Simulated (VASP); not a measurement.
Wanted: the native input for a VASP 6.6.1 run.

```yaml
Task: single point
Functional: PBEsol
Potentials_or_basis: VASP PAW PBE potentials, release 64 (Na_pv)
Cutoff: 520 eV
k_mesh: 16 × 16 × 16
Occupations: gaussian, width 0.15 eV
Spin: no spin polarisation
Dipole_correction: no
Further_INCAR_settings: ALGO = Fast; EDIFF = 1e-06; NBANDS = 10
```

The structure of Na lies in POSCAR:

```
Na
1.0
   -2.1704375000      2.1704375000      2.1175000000
    2.1704375000     -2.1704375000      2.1175000000
    2.1704375000      2.1704375000     -2.1175000000
Na
1
Direct
    0.0000000000      0.0000000000      0.0000000000
```

This cell differs from its parent crystal: strain +0.025 along x and y, +0.000 along z.

One way to write it, as run:

INCAR

```
SYSTEM = Na
ALGO = Fast
EDIFF = 1E-6
ENCUT = 520
GGA = PS
ISIF = 2
ISMEAR = 0
LASPH = .TRUE.
LCHARG = .TRUE.
LELF = .TRUE.
LREAL = .FALSE.
LVHAR = .TRUE.
LWAVE = .FALSE.
NBANDS = 10
NELM = 100
PREC = Accurate
SIGMA = 0.15
```

KPOINTS

```
k-points
0
G
  16 16 16
  0 0 0
```

Potentials or basis: VASP PAW PBE potentials, release 64 (Na_pv).

Command:

```bash
$ cat potpaw_PBE.64/Na_pv/POTCAR > POTCAR
$ mpirun -np 1 vasp_std > vasp.out
```

It gave:

```json
{
 "Pressure": "-0.6 GPa"
}
```

Caveat: the cell differs from its parent crystal (strain +0.025 along x and y, +0.000 along z); the PAW data sets were made with another functional, which shifts forces and pressure a little.

Wall time 2.9 min on 1 thread of Oxide Virtual Turin-like Processor (shared host), peak memory 0.2 GiB.
